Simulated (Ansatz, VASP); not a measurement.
## InP: VASP beside Ansatz

POSCAR

```
InP
1.0
    0.0000000000      2.7688340000      2.7688340000
    2.7688340000      0.0000000000      2.7688340000
    2.7688340000      2.7688340000      0.0000000000
In P
1 1
Direct
    0.0000000000      0.0000000000      0.0000000000
    0.5000000000      0.5000000000      0.5000000000
```

Contents of INCAR.step1:

```
PREC = Accurate
ENCUT = 520
EDIFF = 1E-5
ISMEAR = -1
SIGMA = 0.05
LREAL = False
LASPH = True
NELM = 100
ALGO = Normal
ISIF = 2
LWAVE = True
LCHARG = False
GGA = PE
NBANDS = 16
```

The input INCAR.step2:

```
PREC = Accurate
ENCUT = 520
EDIFF = 1E-6
ISMEAR = -1
SIGMA = 0.05
LREAL = False
LASPH = True
NELM = 100
ALGO = Normal
ISIF = 2
LWAVE = False
LCHARG = False
GGA = PS
LHFCALC = True
AEXX = 0.25
HFSCREEN = 0.207
PRECFOCK = Normal
ISTART = 1
NBANDS = 16
```

Contents of KPOINTS:

```
Automatic mesh
0
Gamma
  4 4 4
```

The input input:

```
crystal:
  lattice:
    - [0.0, 2.768834, 2.768834]
    - [2.768834, 0.0, 2.768834]
    - [2.768834, 2.768834, 0.0]
  atoms:
    - { symbol: In, position: [0.0, 0.0, 0.0] }
    - { symbol: P, position: [0.5, 0.5, 0.5] }
hamiltonian:
  xc:
    exchange: hjs_pbesol
    correlation: pbesol
    exx: { coeff: 0.25, omega: 0.207 }
  pseudopotentials: { kind: paw }
kpoints:
  mp_grid: { grid: [4, 4, 4] }
  band_path:
    path:
      - [[0.0, 0.0, 0.0], [0.5, 0.0, 0.5], [0.5, 0.25, 0.75], [0.375, 0.375, 0.75], [0.0, 0.0, 0.0], [0.5, 0.5, 0.5], [0.625, 0.25, 0.625], [0.5, 0.25, 0.75], [0.5, 0.5, 0.5], [0.375, 0.375, 0.75]]
      - [[0.625, 0.25, 0.625], [0.5, 0.0, 0.5]]
    npoints: 4
scf:
  occupations: { method: fermi_dirac, width: 0.05 }
  n_extra_bands: 6
output:
  forces: true
  stress: true
  eigenvalues: true
  fatbands: false
```

Alike in both runs: functional PBEsol-based screened hybrid with a share of 0.25 of exact exchange and HFSCREEN = 0.207; k mesh 4 × 4 × 4; occupations fermi-dirac, width 0.05 eV; no spin polarisation.

|  | VASP | Ansatz |
| --- | --- | --- |
| version | VASP 6.6.1 | Ansatz 0.2.0 |
| potentials or method | VASP PAW PBE potentials, release 64 (In_d, P) | Ansatz PAW |
| plane-wave cutoff (eV) | 520 | 420 |
| valence electrons in the cell | 18 | 18 |
| task | single point | band structure |

Ansatz gave:

- gap on the k mesh at the Fermi level (eV): none
- pressure (GPa): -4.6

**Question.** Estimate VASP's values.

**Answer.** gap on the k mesh at the Fermi level (eV): none; pressure (GPa): -4.7.

VASP's potentials were made for PBE, not for PBEsol-based screened hybrid. A gap of «none» marks a metal or a gap that the smearing closes. With one functional, cell and mesh, what is left measures potentials, basis and numerics.

The k mesh is coarse, so the values compare programs but aren't converged.
